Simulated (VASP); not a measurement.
The system is SiGe4W.

```
CELL_PARAMETERS angstrom
4.99704 0.00000 0.00000
-2.49852 4.32756 0.00000
0.00000 0.00000 4.89286
ATOMIC_POSITIONS crystal
Si 0.00000 0.00000 0.00000
Ge 0.33333 0.66667 0.74556
Ge 0.33333 0.66667 0.25444
Ge 0.66667 0.33333 0.74556
Ge 0.66667 0.33333 0.25444
W 0.00000 0.00000 0.50000
```

The cell was generated, and may not be a known phase.

| Item | Value |
| --- | --- |
| Program | VASP 6.6.1 |
| Task | relaxation of cell and atoms |
| Functional | PBE |
| Potentials or basis | VASP PAW PBE potentials, release 64 (Si, Ge_d, W_sv) |
| Cutoff | 600 eV |
| k mesh | 6 × 6 × 4 |
| Occupations | gaussian, width 0.1 eV |
| Spin | no spin polarisation |

At the start: pressure 1.0 GPa; volume 17.63 Å³/atom.

Q: How do energy, volume and symmetry change on relaxing?

A: Over 8 steps the energy falls by 65.6 meV/atom and the volume is 17.12 Å³/atom (-2.9 %); space group P6/mmm (No. 191, to 0.1 Å) before and after.

The path:
```csv
step,energy change (eV),largest force (eV/Å),pressure (GPa),volume (Å³)
1,0.0000,0.1716,1.01,105.81
2,-0.2712,0.1368,-4.89,106.95
3,-0.3465,0.2268,-3.44,106.63
4,-0.3469,0.2304,-3.34,106.61
5,-0.3469,0.2339,-3.18,106.58
6,-0.3883,0.0868,1.22,101.82
7,-0.3913,0.0150,0.22,102.78
8,-0.3938,0.0196,0.06,102.70
```

Final structure:
```
CELL_PARAMETERS angstrom
4.80684 0.00000 0.00000
-2.40342 4.16285 0.00000
0.00000 0.00000 5.13228
ATOMIC_POSITIONS crystal
Si 0.00000 0.00000 0.00000
Ge 0.33333 0.66667 0.74282
Ge 0.33333 0.66667 0.25718
Ge 0.66667 0.33333 0.74282
Ge 0.66667 0.33333 0.25718
W 0.00000 0.00000 0.50000
```
